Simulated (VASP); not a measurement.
The system is ScAl3F.

```
Sc Al F
1.0
     5.03273    0.00000    0.00000
     0.00000    5.03273    0.00000
     0.00000    0.00000    6.86070
Sc Al F
2 6 2
Direct
  0.00000 0.00000 0.00000
  0.00000 0.00000 0.50000
  0.35897 0.35897 0.50000
  0.64103 0.64103 0.50000
  0.64103 0.35897 0.00000
  0.35897 0.64103 0.00000
  0.50000 0.50000 0.25000
  0.50000 0.50000 0.75000
  0.00000 0.00000 0.25000
  0.00000 0.00000 0.75000
```

The cell was built from a structure type or drawn by symmetry, and may not be a known phase.

```yaml
Program: VASP 6.6.1
Task: relaxation of cell and atoms
Functional: PBE
Potentials_or_basis: VASP PAW PBE potentials, release 64 (Sc_sv, Al, F)
Cutoff: 600 eV
k_mesh: 4 × 4 × 4
Occupations: gaussian, width 0.1 eV
Spin: no spin polarisation
```

At the start: pressure 70.1 GPa; volume 17.38 Å³/atom.

Task: How do energy, volume and symmetry change on relaxing?

Result: Over 13 steps the energy falls by 2024.2 meV/atom and the volume is 28.26 Å³/atom (+62.6 %); space group P4_2/mcm (No. 132, to 0.1 Å) before and after.

The path:
```csv
step,energy change (eV),largest force (eV/Å),pressure (GPa),volume (Å³)
1,0.0000,11.8811,70.11,173.77
2,-1.2786,4.5385,-8.39,418.21
3,-18.3199,2.8191,-0.11,259.94
4,-18.7689,2.4440,1.63,251.00
5,-19.0396,1.6174,5.73,236.20
6,-19.0452,1.7719,4.96,238.58
7,-20.0060,0.2809,0.99,264.18
8,-20.1115,0.4376,-0.99,281.82
9,-20.1188,0.3246,-0.66,278.58
10,-20.2156,0.3724,0.79,277.57
11,-20.2180,0.3626,0.58,277.71
12,-20.2410,0.0993,0.08,281.37
13,-20.2423,0.0183,-0.09,282.58
```

Final structure:
```
CELL_PARAMETERS angstrom
5.79462 0.00000 0.00000
0.00000 5.79462 0.00000
0.00000 0.00000 8.41576
ATOMIC_POSITIONS crystal
Sc 0.00000 0.00000 0.00000
Sc 0.00000 0.00000 0.50000
Al 0.33653 0.33653 0.50000
Al 0.66347 0.66347 0.50000
Al 0.66347 0.33653 0.00000
Al 0.33653 0.66347 0.00000
Al 0.50000 0.50000 0.25000
Al 0.50000 0.50000 0.75000
F 0.00000 0.00000 0.25000
F 0.00000 0.00000 0.75000
```

Caveat: the volume moved by over 15 % at a fixed basis, so the end points are rough.
